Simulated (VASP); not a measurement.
# ZnO in VASP: a series of runs, part 2 of 2

VASP 6.6.1. The steps go on from the part before.

## 3. Single point, PBE (shear xy strain -5.0%)

Input file INCAR:

```
ALGO = Normal
EDIFF = 1E-7
ENCUT = 520
GGA = PE
ISIF = 2
ISMEAR = -1
LASPH = T
LCHARG = F
LREAL = F
LWAVE = F
NBANDS = 16
NELM = 80
PREC = Accurate
SIGMA = 0.02
```

Input file KPOINTS:

```
k-points
0
Gamma
  10 10 10
```

Input file POSCAR:

```
ZnO
1.0
   -0.0529175058      2.1337703963      2.1337703963
    2.1337703963     -0.0529175058      2.1337703963
    2.0808528905      2.0808528905      0.0000000000
Zn O
1 1
Direct
    0.0000000000      0.0000000000      0.0000000000
    0.5000000000      0.5000000000      0.5000000000
```

Potentials or basis: VASP PAW PBE potentials, release 64 (Zn, O).

Launch:

```
cat potpaw_PBE.64/Zn/POTCAR potpaw_PBE.64/O/POTCAR > POTCAR
mpirun -np 1 vasp_std > vasp.out
```

OUTCAR:

```text
EDIFF = 1E-7
   ENCUT = 520
   GGA = PE
   ISIF = 2
   ISMEAR = -1
   LASPH = T
   LREAL = F
   NELM = 80
   PREC = Accurate

 ion  position               nearest neighbor table
   1  0.000  0.000  0.000-   2 2.13   2 2.13   2 2.13   2 2.13   2 2.13   2 2.13
   2  0.500  0.500  0.500-   1 2.13   1 2.13   1 2.13   1 2.13   1 2.13   1 2.13

  LATTYP: Found a body centered orthorhombic cell.
 ALAT       =     2.9427703790
 B/A-ratio  =     1.0508613617
 C/A-ratio  =     1.4501779762

  Lattice vectors:

 A1 = (   0.0529175058,  -2.1337703963,  -2.1337703963)
 A2 = (  -0.0529175058,   2.1337703963,  -2.1337703963)
 A3 = (   2.1337703963,  -0.0529175058,   2.1337703963)

Analysis of symmetry for initial positions (statically):
=====================================================================
 Subroutine PRICEL returns:
 Original cell was already a primitive cell.

 Routine SETGRP: Setting up the symmetry group for a
 body centered orthorhombic supercell.

 Subroutine GETGRP returns: Found  8 space group operations
 (whereof  8 operations were pure point group operations)
 out of a pool of  8 trial point group operations.

The static configuration has the point symmetry D_2h.

Analysis of symmetry for dynamics (positions and initial velocities):
=====================================================================
 Subroutine PRICEL returns:
 Original cell was already a primitive cell.

 Routine SETGRP: Setting up the symmetry group for a
 body centered orthorhombic supercell.

 Subroutine GETGRP returns: Found  8 space group operations
 (whereof  8 operations were pure point group operations)
 out of a pool of  8 trial point group operations.

The dynamic configuration has the point symmetry D_2h.

 Subroutine INISYM returns: Found  8 space group operations
 (whereof  8 operations are pure point group operations),
 and found     1 'primitive' translations

----------------------------------------------------------------------------------------

                                     Primitive cell

  volume of cell :      19.4181

  direct lattice vectors                    reciprocal lattice vectors
    -0.052917506  2.133770396  2.133770396    -0.228656316  0.228656316  0.234326993
     2.133770396 -0.052917506  2.133770396     0.228656316 -0.228656316  0.234326993
     2.080852891  2.080852891  0.000000000     0.240286088  0.240286088 -0.234326993

  length of vectors
     3.018070985  3.018070985  2.942770379     0.399345166  0.399345166  0.412775904

  position of ions in fractional coordinates (direct lattice)
     0.000000000  0.000000000  0.000000000
     0.500000000  0.500000000  0.500000000

  ion indices of the primitive-cell ions
   primitive index   ion index
                 1           1
                 2           2

----------------------------------------------------------------------------------------

 KPOINTS: k-points

Automatic generation of k-mesh.
 Grid dimensions read from file:
 generate k-points for:   10   10   10

 Generating k-lattice:

  Cartesian coordinates                     Fractional coordinates (reciprocal lattice)
    -0.022865632  0.022865632  0.023432699     0.100000000  0.000000000  0.000000000
     0.022865632 -0.022865632  0.023432699     0.000000000  0.100000000  0.000000000
     0.024028609  0.024028609 -0.023432699     0.000000000  0.000000000  0.100000000

  Length of vectors
     0.039934517  0.039934517  0.041277590

  Shift w.r.t. Gamma in fractional coordinates (k-lattice)
     0.000000000  0.000000000  0.000000000

 Subroutine IBZKPT returns following result:
 ===========================================

 Found    171 irreducible k-points:

 Following reciprocal coordinates:
            Coordinates               Weight
  0.000000  0.000000  0.000000      1.000000
  0.100000 -0.000000  0.000000      4.000000
  0.200000 -0.000000  0.000000      4.000000
  0.300000  0.000000  0.000000      4.000000
  0.400000 -0.000000  0.000000      4.000000
  0.500000  0.000000  0.000000      2.000000
[... 16 lines left out ...]
  0.300000  0.300000  0.000000      2.000000
  0.400000  0.300000  0.000000      4.000000
 [... further k-points ...]
   k-points           NKPTS =    171   k-points in BZ     NKDIM =    171   number of bands    NBANDS=     16
   number of dos      NEDOS =    301   number of ions     NIONS =      2
   total plane-waves  NPLWV =  13824
   dimension x,y,z NGX =    24 NGY =   24 NGZ =   24
   dimension x,y,z NGXF=    48 NGYF=   48 NGZF=   48
   ions per type =               1   1
   NGX,Y,Z   is equivalent  to a cutoff of  13.22, 13.22, 13.56 a.u.
   NGXF,Y,Z  is equivalent  to a cutoff of  26.44, 26.44, 27.12 a.u.
 SYSTEM =  unknown system
   PREC   = accura    normal or accurate (medium, high low for compatibility)
   ISTART =      0    job   : 0-new  1-cont  2-samecut
   ICHARG =      2    charge: 1-file 2-atom 10-const
   ISPIN  =      1    spin polarized calculation?
   LNONCOLLINEAR =      F non collinear calculations
   LSORBIT =      F    spin-orbit coupling
   LASPH  =      T    aspherical Exc in radial PAW
   ENCUT  =  520.0 eV  38.22 Ry    6.18 a.u.   5.61  5.61  5.47*2*pi/ulx,y,z
   NELM   =     80;   NELMIN=  2; NELMDL= -5     # of ELM steps
   EDIFF  = 0.1E-06   stopping-criterion for ELM
   LREAL  =      F    real-space projection
   EDIFFG = 0.1E-05   stopping-criterion for IOM
   NSW    =      0    number of steps for IOM
   IBRION =     -1    ionic relax: 0-MD 1-quasi-New 2-CG
   NFREE  =      0    steps in history (QN), initial steepest desc. (CG)
   ISIF   =      2    stress and relaxation
   ISYM   =      2    0-nonsym 1-usesym 2-fastsym
   POTIM  = 0.5000    time-step for ionic-motion
   TEBEG  =    0.0;   TEEND  =   0.0 temperature during run
   PSTRESS=    0.0 pullay stress
   NELECT =      18.0000    total number of electrons
   NUPDOWN=      -1.0000    fix difference up-down
   EMIN   =  10.00;   EMAX   =-10.00  energy-range for DOS
   EFERMI =   0.00;   METHOD = LEGACY
   ISMEAR =    -1;   SIGMA  =   0.02  broadening in eV -4-tet -1-fermi 0-gaus
   EFERMI_NEDOS =   21; number of points for ismear=-14 and -15
   IALGO  =     38    algorithm
   IMIX   =      4    mixing-type and parameters
     AMIX     =   0.40;   BMIX     =  1.00
     AMIX_MAG =   1.60;   BMIX_MAG =  1.00
  volume/ion in A,a.u.               =       9.71        65.52
  Fermi-wavevector in a.u.,A,eV,Ry     =   1.596236  3.016448 34.667219  2.547969
  Thomas-Fermi vector in A             =   2.694030
   LORBIT       =      0    0 simple, 1 ext, 2 COOP (PROOUT), +10 PAW based schemes
   GGA     = PE    functional components
   LHFCALC =     F    Hartree Fock is set to
   AEXX    =    0.0000 exact exchange contribution
   IVDW    =     0    specifies the selected vdW correction
   LEPSILON=     F    determine dielectric tensor
   LRPA    =     F    only Hartree local field effects (RPA)
 non-spin polarized calculation
  energy-cutoff  :      520.00
  volume of cell :       19.42
 maximum number of plane-waves:       543
   NGX = 11   NGY = 11   NGZ = 11

 number of electron      18.0000007 magnetization

 Free energy of the ion-electron system (eV)
  ---------------------------------------------------
  ext. energy  EPLUGINS =         0.00000000
  ---------------------------------------------------
  free energy    TOTEN  =        -8.59148727 eV

  energy without entropy =       -8.59148727  energy(sigma->0) =       -8.59148727

 E-fermi :   3.3410     XC(G=0): -12.3488

 val. band max:        2.8679292668   @ k =   0.5000   0.0000   0.0000
 cond. band min:       3.7334699598   @ k =   0.0000   0.0000   0.0000
 fundamental gap:      0.8655406930
 Fermi energy:         3.3410402748

 k-point     1 :       0.0000    0.0000    0.0000
  band No.  band energies     occupation
      1     -15.8459      2.00000
      2      -2.0856      2.00000
      3      -2.0775      2.00000
      4      -2.0166      2.00000
      5      -1.8298      2.00000
      6      -1.8195      2.00000
[... 8 lines left out ...]
     15      22.0707      0.00000
     16      22.6315      0.00000
[... 419 lines left out ...]
 k-point    24 :       0.4000    0.3000    0.0000
  band No.  band energies     occupation
      1     -14.6019      2.00000
      2      -3.4241      2.00000
      3      -2.5064      2.00000
      4      -1.9656      2.00000
      5      -1.8263      2.00000
      6      -1.5959      2.00000
[... 8 lines left out ...]
     15      30.6396      0.00000
     16      30.9210      0.00000

 [... further k-points ...]
[... 5 lines left out ...]
  --------------------------------------------------------------------------------------
  -------------------------------------------------------------------------------------
  Total        1.1263876      1.1263876      1.0854828      0.4992951      0.0000000      0.0000000
  in kB       92.9378442     92.9378442     89.5628042     41.1966637      0.0000000      0.0000000
  external PRESSURE =      91.8128309 kB  Pullay stress =       0.0000000 kB

 VOLUME and BASIS-vectors are now :
 -----------------------------------------------------------------------------
  energy-cutoff  :      520.00
  volume of cell :       19.42
      direct lattice vectors                 reciprocal lattice vectors
    -0.052917506  2.133770396  2.133770396    -0.228656316  0.228656316  0.234326993
     2.133770396 -0.052917506  2.133770396     0.228656316 -0.228656316  0.234326993
     2.080852891  2.080852891  0.000000000     0.240286088  0.240286088 -0.234326993

 POSITION                                       TOTAL-FORCE (eV/Angst)
 -----------------------------------------------------------------------------------
      0.00000      0.00000      0.00000         0.000000      0.000000      0.000000
      2.08085      2.08085      2.13377        -0.000000     -0.000000      0.000000
 -----------------------------------------------------------------------------------
    total drift:                                0.000000     -0.000000     -0.000000

  FREE ENERGIE OF THE ION-ELECTRON SYSTEM (eV)
  ---------------------------------------------------
  free  energy   TOTEN  =        -8.5914872695 eV

  energy  without entropy=       -8.5914872695  energy(sigma->0) =       -8.59148727
```

It took 67 s on 1 thread of Intel Xeon 8259CL, shared host; peak memory 0.18 GiB.

Results:

```yaml
Free_energy: -8.5915 eV
Pressure: 9.2 GPa
Band_gap_on_the_k_mesh: 0.87 eV, indirect (least direct gap 2.10 eV)
```

Stress tensor (GPa, compression positive):
```
9.29 4.12 0.00
4.12 9.29 0.00
0.00 0.00 8.96
```

Caveat: the cell differs from its parent crystal (shear xy strain -5.0%). A k mesh can miss the band edges.

## 4. Single point, r2SCAN (shear xy strain -5.0%)

POSCAR is that of step 3.

Input file INCAR.step1:

```
SYSTEM = ZnO
PREC     = Accurate       ! precision mode
ENCUT    = 520            ! plane-wave cutoff, eV
ISMEAR   = 0              ! smearing method
SIGMA    = 0.01           ! smearing width, eV
LREAL    = .FALSE.        ! projectors in reciprocal space
LASPH    = .TRUE.         ! aspherical terms in the spheres
NELM     = 60             ! most SCF steps
NBANDS   = 16             ! bands
GGA      = PE             ! functional
ALGO     = Normal         ! electronic algorithm
EDIFF    = 1E-4           ! SCF threshold, eV
LWAVE    = .TRUE.         ! write WAVECAR
LCHARG   = .FALSE.        ! write CHGCAR
```

Input file INCAR.step2:

```
SYSTEM = ZnO
PREC     = Accurate       ! precision mode
ENCUT    = 520            ! plane-wave cutoff, eV
EDIFF    = 1E-6           ! SCF threshold, eV
ISMEAR   = 0              ! smearing method
SIGMA    = 0.01           ! smearing width, eV
LREAL    = .FALSE.        ! projectors in reciprocal space
LASPH    = .TRUE.         ! aspherical terms in the spheres
NELM     = 60             ! most SCF steps
ALGO     = Normal         ! electronic algorithm
ISIF     = 2              ! what is computed and relaxed
LWAVE    = .FALSE.        ! write WAVECAR
LCHARG   = .FALSE.        ! write CHGCAR
METAGGA  = R2SCAN         ! meta-GGA
LMIXTAU  = .TRUE.       
NBANDS   = 16             ! bands
ISTART   = 1
```

Input file KPOINTS:

```
regular mesh
0
G
  10 10 10
  0 0 0
```

Launch:

```
cat potpaw_PBE.64/Zn/POTCAR potpaw_PBE.64/O/POTCAR > POTCAR
cp INCAR.step1 INCAR
mpirun -np 1 vasp_std > vasp.out
cp INCAR.step2 INCAR
mpirun -np 1 vasp_std > vasp.out
```

It took 2.9 min on 1 thread of Intel Xeon 8259CL, shared host; peak memory 0.18 GiB.

It converged, with:

```
Free energy            : -17.9354 eV
Pressure               : 1.4 GPa
Band gap on the k mesh : 1.50 eV, indirect (least direct gap 2.76 eV)
```

Stress tensor (GPa, compression positive):
```
1.48 4.53 0.00
4.53 1.48 0.00
0.00 0.00 1.13
```

Levels at points of the mesh, in eV from the valence-band top:
```
           k point  band 6  band 7  band 8  band 9  band 10  band 11  band 12  band 13
(0.00, 0.00, 0.00)   -4.76   -1.66   -1.48   -1.27     1.50    18.09    18.83    19.06
(0.50, 0.00, 0.00)   -4.54   -3.75   -0.02    0.00     6.33     9.79    13.93    14.35
(0.50, 0.50, 0.00)   -4.41   -4.13   -3.24   -2.61     4.93    11.67    12.02    16.23
(0.00, 0.00, 0.50)   -4.52   -3.61   -0.06   -0.05     5.95    10.24    13.22    13.62
(0.50, 0.00, 0.50)   -4.43   -4.14   -2.93   -2.92     5.01    11.60    11.93    16.63
```

Caveat: the cell differs from its parent crystal (shear xy strain -5.0%); the PAW data sets were made with another functional, which shifts forces and pressure a little. A k mesh can miss the band edges.

## 5. Overview

```tsv
level	cell	smearing	gap on the mesh (eV)	pressure (GPa)
r2SCAN	a = 3.002, b = 3.002, c = 2.986 Å, angles 60.2, 60.2, 59.7°, 2 atoms	gaussian 0.01 eV	1.62	5.7
PBE	a = 3.018, b = 3.018, c = 2.943 Å, angles 60.8, 60.8, 61.6°, 2 atoms	fermi-dirac 0.02 eV	0.87	9.2
r2SCAN	a = 3.018, b = 3.018, c = 2.943 Å, angles 60.8, 60.8, 61.6°, 2 atoms	gaussian 0.01 eV	1.50	1.4
```

Alike in all rows: task single point; potentials or basis VASP PAW PBE potentials, release 64 (Zn, O); no spin polarisation; k mesh 10 × 10 × 10; cutoff (eV) 520.

Caveats: the PAW data sets were made with another functional, which shifts forces and pressure a little (some runs).

Total energies depend on the potentials used, so only differences within one code and one set of settings carry meaning.
